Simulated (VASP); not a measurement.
# Ir (P6_3/mmc) in VASP: further runs

Ir is run at these levels: LDA; tasks: single point.

All numbers are computed with VASP 6.6.1; they aren't measurements. Logs are shortened: lines on timing, memory, paths and dates and some standing lists are left out, and cuts for length are marked.

## 1. The cell of the first run

The structure is hexagonal, space group P6_3/mmc (No. 194). The conventional cell has a = 2.674 Å, b = 2.674 Å, c = 4.338 Å, α = 90.00°, β = 90.00°, γ = 120.00°. Ir (site symmetry -6m2) has 12 Ir at 2.66 to 2.67 Å within 3.5 Å.

## 2. Single point, LDA

The input, INCAR:

```
SYSTEM = Ir
PREC     = Accurate       ! precision mode
ENCUT    = 520            ! plane-wave cutoff, eV
EDIFF    = 1E-6           ! SCF threshold, eV
ISMEAR   = 1              ! smearing method
SIGMA    = 0.1            ! smearing width, eV
LREAL    = .FALSE.        ! projectors in reciprocal space
LASPH    = .TRUE.         ! aspherical terms in the spheres
NELM     = 60             ! most SCF steps
ALGO     = Normal         ! electronic algorithm
ISIF     = 2              ! what is computed and relaxed
LWAVE    = .FALSE.        ! write WAVECAR
LCHARG   = .FALSE.        ! write CHGCAR
NBANDS   = 16             ! bands
```

The input, KPOINTS:

```
Automatic mesh
0
G
  9 9 5
  0 0 0
```

The input, POSCAR:

```
Ir
1.0
    2.6740566032      0.0000000000      0.0000000000
   -1.3370283016      2.3158009495      0.0000000000
    0.0000000000      0.0000000000      4.3375258930
Ir
2
Direct
    0.3333333333      0.6666666667      0.2500000000
    0.6666666667      0.3333333333      0.7500000000
```

Potentials or basis: VASP PAW LDA potentials, release 64 (Ir).

Launch:

```console
$ cat potpaw_LDA.64/Ir/POTCAR > POTCAR
$ mpirun -np 1 vasp_std > vasp.out
```

OUTCAR:

```text
SYSTEM = Ir
   PREC = Accurate
   ENCUT = 520
   EDIFF = 1E-6
   ISMEAR = 1
   LREAL = .FALSE.
   LASPH = .TRUE.
   NELM = 60
   ISIF = 2

 ion  position               nearest neighbor table
   1  0.333  0.667  0.250-   2 2.66   2 2.66   2 2.66   2 2.66   2 2.66   2 2.66
   2  0.667  0.333  0.750-   1 2.66   1 2.66   1 2.66   1 2.66   1 2.66   1 2.66

  LATTYP: Found a hexagonal cell.
 ALAT       =     2.6740566032
 C/A-ratio  =     1.6220770674

  Lattice vectors:

 A1 = (   2.6740566032,   0.0000000000,   0.0000000000)
 A2 = (  -1.3370283016,   2.3158009495,   0.0000000000)
 A3 = (   0.0000000000,   0.0000000000,   4.3375258930)

Analysis of symmetry for initial positions (statically):
=====================================================================
 Subroutine PRICEL returns:
 Original cell was already a primitive cell.

 Routine SETGRP: Setting up the symmetry group for a
 hexagonal supercell.

 Subroutine GETGRP returns: Found 24 space group operations
 (whereof 12 operations were pure point group operations)
 out of a pool of 24 trial point group operations.

The static configuration has the point symmetry D_3d.
 The point group associated with its full space group is D_6h.

Analysis of symmetry for dynamics (positions and initial velocities):
=====================================================================
 Subroutine PRICEL returns:
 Original cell was already a primitive cell.

 Routine SETGRP: Setting up the symmetry group for a
 hexagonal supercell.

 Subroutine GETGRP returns: Found 24 space group operations
 (whereof 12 operations were pure point group operations)
 out of a pool of 24 trial point group operations.

The dynamic configuration has the point symmetry D_3d.
 The point group associated with its full space group is D_6h.

 Subroutine INISYM returns: Found 24 space group operations
 (whereof 12 operations are pure point group operations),
 and found     1 'primitive' translations

----------------------------------------------------------------------------------------

                                     Primitive cell

  volume of cell :      26.8605

  direct lattice vectors                    reciprocal lattice vectors
     2.674056603  0.000000000  0.000000000     0.373963662  0.215908021  0.000000000
    -1.337028302  2.315800949  0.000000000     0.000000000  0.431816042  0.000000000
     0.000000000  0.000000000  4.337525893     0.000000000  0.000000000  0.230546174

  length of vectors
     2.674056603  2.674056603  4.337525893     0.431816042  0.431816042  0.230546174

  position of ions in fractional coordinates (direct lattice)
     0.333333333  0.666666667  0.250000000
     0.666666667  0.333333333  0.750000000

  ion indices of the primitive-cell ions
   primitive index   ion index
                 1           1
                 2           2

----------------------------------------------------------------------------------------

 KPOINTS: Automatic mesh

Automatic generation of k-mesh.
 Grid dimensions read from file:
 generate k-points for:    9    9    5

 Generating k-lattice:

  Cartesian coordinates                     Fractional coordinates (reciprocal lattice)
     0.041551518  0.023989780  0.000000000     0.111111111 -0.000000000  0.000000000
     0.000000000  0.047979560  0.000000000     0.000000000  0.111111111  0.000000000
     0.000000000  0.000000000  0.046109235     0.000000000  0.000000000  0.200000000

  Length of vectors
     0.047979560  0.047979560  0.046109235

  Shift w.r.t. Gamma in fractional coordinates (k-lattice)
     0.000000000  0.000000000  0.000000000

 Subroutine IBZKPT returns following result:
 ===========================================

 Found     36 irreducible k-points:

 Following reciprocal coordinates:
            Coordinates               Weight
  0.000000  0.000000  0.000000      1.000000
  0.111111  0.000000  0.000000      6.000000
  0.222222  0.000000  0.000000      6.000000
  0.333333  0.000000  0.000000      6.000000
  0.444444  0.000000  0.000000      6.000000
  0.111111  0.111111  0.000000      6.000000
[... 16 lines left out ...]
  0.333333  0.222222  0.200000     24.000000
  0.333333  0.333333  0.200000      4.000000
 [... further k-points ...]
   k-points           NKPTS =     36   k-points in BZ     NKDIM =     36   number of bands    NBANDS=     16
   number of dos      NEDOS =    301   number of ions     NIONS =      2
   total plane-waves  NPLWV =  12800
   dimension x,y,z NGX =    20 NGY =   20 NGZ =   32
   dimension x,y,z NGXF=    40 NGYF=   40 NGZF=   64
   ions per type =               2
   NGX,Y,Z   is equivalent  to a cutoff of  12.43, 12.43, 12.26 a.u.
   NGXF,Y,Z  is equivalent  to a cutoff of  24.87, 24.87, 24.53 a.u.
 SYSTEM =  Ir
   PREC   = accura    normal or accurate (medium, high low for compatibility)
   ISTART =      0    job   : 0-new  1-cont  2-samecut
   ICHARG =      2    charge: 1-file 2-atom 10-const
   ISPIN  =      1    spin polarized calculation?
   LNONCOLLINEAR =      F non collinear calculations
   LSORBIT =      F    spin-orbit coupling
   LASPH  =      T    aspherical Exc in radial PAW
   ENCUT  =  520.0 eV  38.22 Ry    6.18 a.u.   4.97  4.97  8.06*2*pi/ulx,y,z
   NELM   =     60;   NELMIN=  2; NELMDL= -5     # of ELM steps
   EDIFF  = 0.1E-05   stopping-criterion for ELM
   LREAL  =      F    real-space projection
   EDIFFG = 0.1E-04   stopping-criterion for IOM
   NSW    =      0    number of steps for IOM
   IBRION =     -1    ionic relax: 0-MD 1-quasi-New 2-CG
   NFREE  =      0    steps in history (QN), initial steepest desc. (CG)
   ISIF   =      2    stress and relaxation
   ISYM   =      2    0-nonsym 1-usesym 2-fastsym
   POTIM  = 0.5000    time-step for ionic-motion
   TEBEG  =    0.0;   TEEND  =   0.0 temperature during run
   PSTRESS=    0.0 pullay stress
   NELECT =      18.0000    total number of electrons
   NUPDOWN=      -1.0000    fix difference up-down
   EMIN   =  10.00;   EMAX   =-10.00  energy-range for DOS
   EFERMI =   0.00;   METHOD = LEGACY
   ISMEAR =     1;   SIGMA  =   0.10  broadening in eV -4-tet -1-fermi 0-gaus
   EFERMI_NEDOS =   21; number of points for ismear=-14 and -15
   IALGO  =     38    algorithm
   IMIX   =      4    mixing-type and parameters
     AMIX     =   0.40;   BMIX     =  1.00
     AMIX_MAG =   1.60;   BMIX_MAG =  1.00
  volume/ion in A,a.u.               =      13.43        90.63
  Fermi-wavevector in a.u.,A,eV,Ry     =   1.432609  2.707239 27.924172  2.052369
  Thomas-Fermi vector in A             =   2.552218
   LORBIT       =      0    0 simple, 1 ext, 2 COOP (PROOUT), +10 PAW based schemes
   GGA     = CA    functional components
   LHFCALC =     F    Hartree Fock is set to
   AEXX    =    0.0000 exact exchange contribution
   IVDW    =     0    specifies the selected vdW correction
   LEPSILON=     F    determine dielectric tensor
   LRPA    =     F    only Hartree local field effects (RPA)
 non-spin polarized calculation
 Methfessel and Paxton  Order N= 1 SIGMA  =   0.10
  energy-cutoff  :      520.00
  volume of cell :       26.86
 maximum number of plane-waves:       744
 NGX is ok and might be reduce to    20
   NGX =  9   NGY =  9   NGZ = 17

 number of electron      17.9999998 magnetization

 Free energy of the ion-electron system (eV)
  ---------------------------------------------------
  ext. energy  EPLUGINS =         0.00000000
  ---------------------------------------------------
  free energy    TOTEN  =       -20.42831578 eV

  energy without entropy =      -20.42871457  energy(sigma->0) =      -20.42844871

 E-fermi :  11.3064     XC(G=0): -14.4413

 val. band max:       11.2682497649   @ k =   0.4444   0.1111   0.2000
 cond. band min:      11.3175408551   @ k =   0.3333   0.3333   0.0000
 fundamental gap:      0.0492910902
 Fermi energy:        11.3063959131

 k-point     1 :       0.0000    0.0000    0.0000
  band No.  band energies     occupation
      1      -0.4209      2.00000
      2       2.5899      2.00000
      3       7.0466      2.00000
      4       7.1875      2.00000
      5       7.1875      2.00000
      6       7.9120      2.00000
[... 8 lines left out ...]
     15      27.7618      0.00000
     16      28.9928      0.00000

 k-point     2 :       0.1111    0.0000    0.0000
  band No.  band energies     occupation
      1       0.0829      2.00000
      2       3.0301      2.00000
      3       6.4563      2.00000
      4       7.5589      2.00000
      5       7.6250      2.00000
      6       7.7860      2.00000
[... 8 lines left out ...]
     15      28.3967      0.00000
     16      29.7718      0.00000

 k-point     3 :       0.2222    0.0000    0.0000
  band No.  band energies     occupation
      1       1.3965      2.00000
      2       3.8311      2.00000
      3       5.9691      2.00000
      4       6.1451      2.00000
      5       7.0903      2.00000
      6       7.8132      2.00000
[... 8 lines left out ...]
     15      27.9293      0.00000
     16      28.7239      0.00000

 k-point     4 :       0.3333    0.0000    0.0000
  band No.  band energies     occupation
      1       2.7666      2.00000
      2       3.6643      2.00000
      3       4.7131      2.00000
      4       6.4953      2.00000
      5       7.2290      2.00000
      6       7.4144      2.00000
[... 8 lines left out ...]
     15      25.6754      0.00000
     16      26.1329      0.00000

 k-point     5 :       0.4444    0.0000    0.0000
  band No.  band energies     occupation
      1       3.1752      2.00000
      2       3.3856      2.00000
      3       3.9626      2.00000
      4       6.8975      2.00000
      5       7.4326      2.00000
      6       7.5320      2.00000
[... 8 lines left out ...]
     15      23.4555      0.00000
     16      24.1943      0.00000

 k-point     6 :       0.1111    0.1111    0.0000
  band No.  band energies     occupation
      1       1.0101      2.00000
      2       3.7543      2.00000
      3       5.8485      2.00000
      4       6.7317      2.00000
      5       7.2740      2.00000
      6       7.6551      2.00000
[... 8 lines left out ...]
     15      28.1899      0.00000
     16      29.1996      0.00000
[... 267 lines left out ...]
 k-point    21 :       0.4444    0.1111    0.2000
  band No.  band energies     occupation
      1       3.0656      2.00000
      2       3.7180      2.00000
      3       5.0197      2.00000
      4       5.5069      2.00000
      5       6.7138      2.00000
      6       8.4689      2.00000
[... 8 lines left out ...]
     15      22.8633      0.00000
     16      26.1762      0.00000

 k-point    22 :       0.2222    0.2222    0.2000
  band No.  band energies     occupation
      1       3.8160      2.00000
      2       4.2505      2.00000
      3       5.1240      2.00000
      4       5.4269      2.00000
      5       6.9124      2.00000
      6       7.3278      2.00000
[... 8 lines left out ...]
     15      24.2173      0.00000
     16      27.0647      0.00000

 k-point    23 :       0.3333    0.2222    0.2000
  band No.  band energies     occupation
      1       3.7839      2.00000
      2       4.6842      2.00000
      3       4.9384      2.00000
      4       5.5355      2.00000
      5       6.6230      2.00000
      6       7.5168      2.00000
[... 8 lines left out ...]
     15      23.6271      0.00000
     16      26.2969      0.00000

 k-point    24 :       0.3333    0.3333    0.2000
  band No.  band energies     occupation
      1       4.2295      2.00000
      2       4.8647      2.00000
      3       4.8647      2.00000
      4       5.8636      2.00000
      5       6.8117      2.00000
      6       6.8117      2.00000
[... 8 lines left out ...]
     15      23.2848      0.00000
     16      24.0883      0.00000

 [... further k-points ...]

------------------------ aborting loop because EDIFF is reached ----------------------------------------

  FORCE on cell =-STRESS in cart. coord.  units (eV):
  Direction    XX          YY          ZZ          XY          YZ          ZX
  --------------------------------------------------------------------------------------
  -------------------------------------------------------------------------------------
  Total        3.0295931      3.0295931      3.0079038     -0.0000000      0.0000000      0.0000000
  in kB      180.7094982    180.7094982    179.4157747     -0.0000000      0.0000000      0.0000000
  external PRESSURE =     180.2782571 kB  Pullay stress =       0.0000000 kB

 VOLUME and BASIS-vectors are now :
 -----------------------------------------------------------------------------
  energy-cutoff  :      520.00
  volume of cell :       26.86
      direct lattice vectors                 reciprocal lattice vectors
     2.674056603  0.000000000  0.000000000     0.373963662  0.215908021  0.000000000
    -1.337028302  2.315800949  0.000000000     0.000000000  0.431816042  0.000000000
     0.000000000  0.000000000  4.337525893     0.000000000  0.000000000  0.230546174

 POSITION                                       TOTAL-FORCE (eV/Angst)
 -----------------------------------------------------------------------------------
     -0.00000      1.54387      1.08438        -0.000000     -0.000000      0.000000
      1.33703      0.77193      3.25314         0.000000      0.000000      0.000000
 -----------------------------------------------------------------------------------
    total drift:                               -0.000000      0.000000     -0.000000

  FREE ENERGIE OF THE ION-ELECTRON SYSTEM (eV)
  ---------------------------------------------------
  free  energy   TOTEN  =       -20.4283157821 eV

  energy  without entropy=      -20.4287145728  energy(sigma->0) =      -20.42844871
```

Wall time 7.6 s (1 thread of Intel Xeon Platinum 8488C (Sapphire Rapids), shared host); peak memory 0.13 GiB.

Results:

```yaml
Free_energy: -20.4283 eV
Pressure: 18.0 GPa
Band_gap_on_the_k_mesh: zero (band 9 reaches 12.42 eV, above the bottom of band 10 at 9.04 eV)
```

Levels at points of the mesh, in eV from the Fermi level:
| k point | band 6 | band 7 | band 8 | band 9 | band 10 | band 11 | band 12 | band 13 |
| --- | --- | --- | --- | --- | --- | --- | --- | --- |
| (0.00, 0.00, 0.00) | -3.39 | -3.39 | -2.54 | -2.54 | -0.85 | 0.36 | 0.36 | 7.65 |

Caveat: spin-orbit coupling is left out, which moves the levels of the heavy elements.

## 3. Single point, LDA

This run uses another cell than the first one, of 13.90 Å³/atom, 1.035 times its volume.

The input, INCAR:

```
ALGO     = Normal         # electronic algorithm
EDIFF    = 1E-6           # SCF threshold, eV
ENCUT    = 520            # plane-wave cutoff, eV
GGA      = CA             # functional
ISIF     = 2              # what is computed and relaxed
ISMEAR   = 1              # smearing method
LASPH    = T              # aspherical terms in the spheres
LCHARG   = T              # write CHGCAR
LELF     = T              # ELF
LREAL    = F              # projectors in reciprocal space
LVHAR    = T            
LWAVE    = F              # write WAVECAR
NBANDS   = 16             # bands
NELM     = 100            # most SCF steps
PREC     = Accurate       # precision mode
SIGMA    = 0.1            # smearing width, eV
```

The input, KPOINTS:

```
k-points
0
Gamma
  9 9 5
```

The input, POSCAR:

```
Ir
1.0
    2.7051729855      0.0000000000      0.0000000000
   -1.3525864928      2.3427485271      0.0000000000
    0.0000000000      0.0000000000      4.3855185130
Ir
2
Direct
    0.3333333333      0.6666666667      0.2500000000
    0.6666666667      0.3333333333      0.7500000000
```

Potentials or basis: VASP PAW LDA potentials, release 64 (Ir).

Launch:

```console
$ cat potpaw_LDA.64/Ir/POTCAR > POTCAR
$ mpirun -np 1 vasp_std > vasp.out
```

Run time: 8.5 s. Hardware: 1 thread of Intel Xeon Platinum 8488C (Sapphire Rapids), shared host; peak memory 0.13 GiB.

The run converged. Its results:

```yaml
Free_energy: -20.4874 eV
Pressure: 2.6 GPa
Band_gap_on_the_k_mesh: zero (band 9 reaches 11.72 eV, above the bottom of band 10 at 8.53 eV)
```

Stress tensor (GPa, compression positive):
```
2.62 0.00 0.00
0.00 2.62 0.00
0.00 0.00 2.54
```

Levels at points of the mesh, in eV from the Fermi level:
| k point | band 5 | band 6 | band 7 | band 8 | band 9 | band 10 | band 11 | band 12 | band 13 | band 14 |
| --- | --- | --- | --- | --- | --- | --- | --- | --- | --- | --- |
| (0.00, 0.00, 0.00) | -3.90 | -3.22 | -3.22 | -2.41 | -2.41 | -0.76 | 0.34 | 0.34 | 7.32 | 14.32 |

Caveat: spin-orbit coupling is left out, which moves the levels of the heavy elements.
